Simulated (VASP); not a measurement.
Set up this calculation in VASP 6.6.1, as the native input.

```yaml
Task: single point
Functional: PBEsol
Potentials_or_basis: VASP PAW PBE potentials, release 64 (Ge_d)
Cutoff: 520 eV
k_mesh: 7 × 7 × 1
Occupations: fermi-dirac, width 0.02 eV
Spin: no spin polarisation
Dipole_correction: yes
Further_INCAR_settings: ALGO = Normal; EDIFF = 1e-07; NBANDS = 51
```

The structure of Ge lies in POSCAR:

```
Ge
1.0
    4.0132604624      0.0000000000      0.0000000000
   -2.0066302312      3.4755855125      0.0000000000
    0.0000000000      0.0000000000     23.3728000000
Ge
6
Direct
    0.0000000000      0.0000000000      0.3409403013
    0.3333333333      0.6666666667      0.3744387908
    0.3333333333      0.6666666667      0.4827430397
    0.6666666667      0.3333333333      0.5172569354
    0.6666666667      0.3333333333      0.6255612092
    0.0000000000      0.0000000000      0.6590597220
```

The input as run:

INCAR

```
PREC = Accurate ; ENCUT = 520
EDIFF = 1E-7 ; ISMEAR = -1
SIGMA = 0.02 ; LREAL = F
LASPH = T ; NELM = 80
ALGO = Normal ; ISIF = 2
LWAVE = F ; LCHARG = F
LDIPOL = T ; IDIPOL = 3
DIPOL = 0.5 0.5 0.500 ; GGA = PS
NBANDS = 51
```

KPOINTS

```
Automatic mesh
0
Gamma
  7 7 1
```

Potentials or basis: VASP PAW PBE potentials, release 64 (Ge_d).

Run with:

```bash
$ cat potpaw_PBE.64/Ge_d/POTCAR > POTCAR
$ mpirun -np 1 vasp_std > vasp.out
```

It gave:

- Largest force: 0.011 eV/Å
- Band gap on the k mesh: zero (bands 42 and 43 overlap by 0.09 eV)

Caveat: the PAW data sets were made with another functional, which shifts forces and pressure a little.

Run time: 3.3 min on 1 thread of Intel(R) Xeon(R) Platinum 8488C (Sapphire Rapids), with other jobs on the host, peak memory 0.45 GiB.
